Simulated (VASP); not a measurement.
# SnO (Romarchite) (P4/nmm) in VASP: relaxation of the atoms with PBEsol

Aim: the relaxation of the atoms of SnO (Romarchite) with PBEsol.

Program: VASP 6.6.1. These are calculated values, not measurements. Logs are shortened: lines on timing, memory, paths and dates and some standing lists are left out, and cuts for length are marked.

## 1. The cell of the first run

Symmetry: P4/nmm, No. 129, tetragonal system. Conventional cell: a = 3.773 Å, b = 3.773 Å, c = 4.808 Å, α = 90.00°, β = 90.00°, γ = 90.00°. Sn (site symmetry 4mm) has 4 O at 2.21 Å within 2.9 Å. O (site symmetry -4m2) has 4 Sn at 2.21 Å and 4 O at 2.67 Å within 2.9 Å.

## 2. Relaxation of the atoms, PBEsol

Input file INCAR:

```
PREC = Accurate
ENCUT = 520
EDIFF = 1E-7
ISMEAR = -1
SIGMA = 0.05
LREAL = False
LASPH = True
NELM = 120
ALGO = Normal
ISIF = 2
LWAVE = False
LCHARG = False
GGA = PS
IBRION = 2
NSW = 80
EDIFFG = -0.015
GGA_COMPAT = False
NELMIN = 4
```

Input file KPOINTS:

```
Automatic mesh
0
Gamma
  9 9 7
```

Input file POSCAR:

```
SnO
1.0
    3.7731052721      0.0000000000      0.0000000000
    0.0000000000      3.7731052721      0.0000000000
    0.0000000000      0.0000000000      4.8083104305
Sn O
2 2
Direct
    0.5000000000      0.0000000000      0.2391742660
    0.0000000000      0.5000000000      0.7608257340
    0.0000000000      0.0000000000      0.0000000000
    0.5000000000      0.5000000000      0.0000000000
```

Potentials or basis: VASP PAW PBE potentials, release 64 (Sn_d, O).

Run with:

```sh
cat potpaw_PBE.64/Sn_d/POTCAR potpaw_PBE.64/O/POTCAR > POTCAR
mpirun -np 1 vasp_std > vasp.out
```

OUTCAR:

```text
PREC = Accurate
   ENCUT = 520
   EDIFF = 1E-7
   ISMEAR = -1
   LREAL = False
   LASPH = True
   NELM = 120
   ISIF = 2
   GGA = PS
   IBRION = 2
   NSW = 80
   EDIFFG = -0.015
   NELMIN = 4

 ion  position               nearest neighbor table
   1  0.500  0.000  0.239-   3 2.21   4 2.21   4 2.21   3 2.21   2 3.52   2 3.52   2 3.52   2 3.52
                             2 3.66   2 3.66   2 3.66   2 3.66
   2  0.000  0.500  0.761-   3 2.21   4 2.21   3 2.21   4 2.21   1 3.52   1 3.52   1 3.52   1 3.52
                             1 3.66   1 3.66   1 3.66   1 3.66
   3  0.000  0.000  0.000-   1 2.21   2 2.21   2 2.21   1 2.21
   4  0.500  0.500  0.000-   1 2.21   2 2.21   1 2.21   2 2.21

  LATTYP: Found a simple tetragonal cell.
 ALAT       =     3.7731052721
 C/A-ratio  =     1.2743642395

  Lattice vectors:

 A1 = (   3.7731052721,   0.0000000000,   0.0000000000)
 A2 = (   0.0000000000,   3.7731052721,   0.0000000000)
 A3 = (   0.0000000000,   0.0000000000,   4.8083104305)

Analysis of symmetry for initial positions (statically):
=====================================================================
 Subroutine PRICEL returns:
 Original cell was already a primitive cell.

 Routine SETGRP: Setting up the symmetry group for a
 simple tetragonal supercell.

 Subroutine GETGRP returns: Found 16 space group operations
 (whereof  8 operations were pure point group operations)
 out of a pool of 16 trial point group operations.

The static configuration has the point symmetry D_2d.
 The point group associated with its full space group is D_4h.

Analysis of symmetry for dynamics (positions and initial velocities):
=====================================================================
 Subroutine PRICEL returns:
 Original cell was already a primitive cell.

 Routine SETGRP: Setting up the symmetry group for a
 simple tetragonal supercell.

 Subroutine GETGRP returns: Found 16 space group operations
 (whereof  8 operations were pure point group operations)
 out of a pool of 16 trial point group operations.

The dynamic configuration has the point symmetry D_2d.
 The point group associated with its full space group is D_4h.

 Subroutine INISYM returns: Found 16 space group operations
 (whereof  8 operations are pure point group operations),
 and found     1 'primitive' translations

----------------------------------------------------------------------------------------

                                     Primitive cell

  volume of cell :      68.4527

  direct lattice vectors                    reciprocal lattice vectors
     3.773105272  0.000000000  0.000000000     0.265033687  0.000000000  0.000000000
     0.000000000  3.773105272  0.000000000     0.000000000  0.265033687  0.000000000
     0.000000000  0.000000000  4.808310430     0.000000000  0.000000000  0.207973261

  length of vectors
     3.773105272  3.773105272  4.808310430     0.265033687  0.265033687  0.207973261

  position of ions in fractional coordinates (direct lattice)
     0.500000000  0.000000000  0.239174266
     0.000000000  0.500000000  0.760825734
     0.000000000  0.000000000  0.000000000
     0.500000000  0.500000000  0.000000000

  ion indices of the primitive-cell ions
   primitive index   ion index
                 1           1
                 2           2
                 3           3
                 4           4

----------------------------------------------------------------------------------------

 KPOINTS: Automatic mesh

Automatic generation of k-mesh.
 Grid dimensions read from file:
 generate k-points for:    9    9    7

 Generating k-lattice:

  Cartesian coordinates                     Fractional coordinates (reciprocal lattice)
     0.029448187  0.000000000  0.000000000     0.111111111  0.000000000  0.000000000
     0.000000000  0.029448187  0.000000000     0.000000000  0.111111111  0.000000000
     0.000000000  0.000000000  0.029710466     0.000000000  0.000000000  0.142857143

  Length of vectors
     0.029448187  0.029448187  0.029710466

  Shift w.r.t. Gamma in fractional coordinates (k-lattice)
     0.000000000  0.000000000  0.000000000

 Subroutine IBZKPT returns following result:
 ===========================================

 Found     60 irreducible k-points:

 Following reciprocal coordinates:
            Coordinates               Weight
  0.000000  0.000000  0.000000      1.000000
  0.111111  0.000000  0.000000      4.000000
  0.222222  0.000000  0.000000      4.000000
  0.333333  0.000000  0.000000      4.000000
  0.444444  0.000000  0.000000      4.000000
  0.111111  0.111111  0.000000      4.000000
[... 16 lines left out ...]
  0.333333  0.111111  0.142857     16.000000
  0.444444  0.111111  0.142857     16.000000
 [... further k-points ...]
   k-points           NKPTS =     60   k-points in BZ     NKDIM =     60   number of bands    NBANDS=     24
   number of dos      NEDOS =    301   number of ions     NIONS =      4
   total plane-waves  NPLWV =  28224
   dimension x,y,z NGX =    28 NGY =   28 NGZ =   36
   dimension x,y,z NGXF=    56 NGYF=   56 NGZF=   72
   ions per type =               2   2
   NGX,Y,Z   is equivalent  to a cutoff of  12.34, 12.34, 12.45 a.u.
   NGXF,Y,Z  is equivalent  to a cutoff of  24.67, 24.67, 24.89 a.u.
 SYSTEM =  unknown system
   PREC   = accura    normal or accurate (medium, high low for compatibility)
   ISTART =      0    job   : 0-new  1-cont  2-samecut
   ICHARG =      2    charge: 1-file 2-atom 10-const
   ISPIN  =      1    spin polarized calculation?
   LNONCOLLINEAR =      F non collinear calculations
   LSORBIT =      F    spin-orbit coupling
   LASPH  =      T    aspherical Exc in radial PAW
   ENCUT  =  520.0 eV  38.22 Ry    6.18 a.u.   7.02  7.02  8.94*2*pi/ulx,y,z
   NELM   =    120;   NELMIN=  4; NELMDL= -5     # of ELM steps
   EDIFF  = 0.1E-06   stopping-criterion for ELM
   LREAL  =      F    real-space projection
   EDIFFG = -.1E-01   stopping-criterion for IOM
   NSW    =     80    number of steps for IOM
   IBRION =      2    ionic relax: 0-MD 1-quasi-New 2-CG
   NFREE  =      1    steps in history (QN), initial steepest desc. (CG)
   ISIF   =      2    stress and relaxation
   ISYM   =      2    0-nonsym 1-usesym 2-fastsym
   POTIM  = 0.5000    time-step for ionic-motion
   TEBEG  =    0.0;   TEEND  =   0.0 temperature during run
   PSTRESS=    0.0 pullay stress
   NELECT =      40.0000    total number of electrons
   NUPDOWN=      -1.0000    fix difference up-down
   EMIN   =  10.00;   EMAX   =-10.00  energy-range for DOS
   EFERMI =   0.00;   METHOD = LEGACY
   ISMEAR =    -1;   SIGMA  =   0.05  broadening in eV -4-tet -1-fermi 0-gaus
   EFERMI_NEDOS =   21; number of points for ismear=-14 and -15
   IALGO  =     38    algorithm
   IMIX   =      4    mixing-type and parameters
     AMIX     =   0.40;   BMIX     =  1.00
     AMIX_MAG =   1.60;   BMIX_MAG =  1.00
  volume/ion in A,a.u.               =      17.11       115.49
  Fermi-wavevector in a.u.,A,eV,Ry     =   1.368668  2.586407 25.487134  1.873252
  Thomas-Fermi vector in A             =   2.494611
   LORBIT       =      0    0 simple, 1 ext, 2 COOP (PROOUT), +10 PAW based schemes
   GGA     = PS    functional components
   LHFCALC =     F    Hartree Fock is set to
   AEXX    =    0.0000 exact exchange contribution
   IVDW    =     0    specifies the selected vdW correction
   LEPSILON=     F    determine dielectric tensor
   LRPA    =     F    only Hartree local field effects (RPA)
 conjugate gradient relaxation of ions
 non-spin polarized calculation
  energy-cutoff  :      520.00
  volume of cell :       68.45
 maximum number of plane-waves:      1861
   NGX = 15   NGY = 15   NGZ = 17

--------------------------------------- Ionic step        1  -------------------------------------------

 number of electron      40.0000007 magnetization

 Free energy of the ion-electron system (eV)
  ---------------------------------------------------
  ext. energy  EPLUGINS =         0.00000000
  ---------------------------------------------------
  free energy    TOTEN  =       -24.20123718 eV

  energy without entropy =      -24.19967382  energy(sigma->0) =      -24.20045550

------------------------ aborting loop because EDIFF is reached ----------------------------------------

  FORCE on cell =-STRESS in cart. coord.  units (eV):
  Direction    XX          YY          ZZ          XY          YZ          ZX
  --------------------------------------------------------------------------------------
  -------------------------------------------------------------------------------------
  Total        1.0680164      1.0680164      0.5718037      0.0000000      0.0000000      0.0000000
  in kB       24.9975907     24.9975907     13.3834226      0.0000000      0.0000000      0.0000000
  external PRESSURE =      21.1262014 kB  Pullay stress =       0.0000000 kB
[... 61 lines left out ...]
  energy  without entropy=      -24.2069642004  energy(sigma->0) =      -24.20785290

--------------------------------------- Ionic step        3  -------------------------------------------

 number of electron      39.9999996 magnetization

 Free energy of the ion-electron system (eV)
  ---------------------------------------------------
  ext. energy  EPLUGINS =         0.00000000
  ---------------------------------------------------
  free energy    TOTEN  =       -24.20877897 eV

  energy without entropy =      -24.20699336  energy(sigma->0) =      -24.20788616

 E-fermi :   7.3939     XC(G=0): -10.6189

 val. band max:        7.3919933619   @ k =   0.0000   0.0000   0.0000
 cond. band min:       7.5928878870   @ k =   0.4444   0.4444   0.0000
 fundamental gap:      0.2008945252
 Fermi energy:         7.3938976300

 k-point     1 :       0.0000    0.0000    0.0000
  band No.  band energies     occupation
      1     -14.6555      2.00000
      2     -14.2075      2.00000
      3     -14.2071      2.00000
      4     -14.2071      2.00000
      5     -14.1562      2.00000
      6     -14.1500      2.00000
[... 637 lines left out ...]
     23      12.1563      0.00000
     24      12.7315      0.00000

 [... further k-points ...]
[... 5 lines left out ...]
  --------------------------------------------------------------------------------------
  -------------------------------------------------------------------------------------
  Total        0.5815886      0.5815886     -0.1801718      0.0000000     -0.0000000      0.0000000
  in kB       13.6124457     13.6124457     -4.2170327      0.0000000     -0.0000000      0.0000000
  external PRESSURE =       7.6692863 kB  Pullay stress =       0.0000000 kB
[... 19 lines left out ...]
  FREE ENERGIE OF THE ION-ELECTRON SYSTEM (eV)
  ---------------------------------------------------
  free  energy   TOTEN  =       -24.2087789744 eV

  energy  without entropy=      -24.2069933551  energy(sigma->0) =      -24.20788616

 reached required accuracy - stopping structural energy minimisation
```

It took 4.5 min on 1 thread of AMD EPYC 7R13, shared host; peak memory 0.2 GiB.

Results:

```
Free energy               : -24.2088 eV
Energy gained by relaxing : 1.9 meV/atom
Ionic steps               : 3
Pressure after relaxing   : 0.8 GPa
Band gap on the k mesh    : zero (band 20 reaches 7.39 eV, above the bottom of band 21 at 7.31 eV)
```

Stress tensor (GPa, compression positive):
```
 1.36  0.00  0.00
 0.00  1.36  0.00
 0.00  0.00 -0.42
```

The path:
```csv
step,energy change (eV),largest force (eV/Å),pressure (GPa)
1,0.0000,0.3816,2.11
2,-0.0075,0.0267,0.86
3,-0.0075,0.0003,0.77
```

Final structure:
```cif
data_structure
_symmetry_space_group_name_H-M 'P 1'
_symmetry_Int_Tables_number 1
_cell_length_a 3.7731
_cell_length_b 3.7731
_cell_length_c 4.8083
_cell_angle_alpha 90.000
_cell_angle_beta 90.000
_cell_angle_gamma 90.000
_cell_volume 68.45
loop_
_atom_site_label
_atom_site_type_symbol
_atom_site_fract_x
_atom_site_fract_y
_atom_site_fract_z
_atom_site_occupancy
Sn1 Sn 0.50000 0.00000 0.24329 1
Sn2 Sn 0.00000 0.50000 0.75671 1
O1 O 0.00000 0.00000 0.00000 1
O2 O 0.50000 0.50000 0.00000 1
```

Caveat: the PAW data sets were made with another functional, which shifts forces and pressure a little; spin-orbit coupling is left out, which moves the levels of the heavy elements.
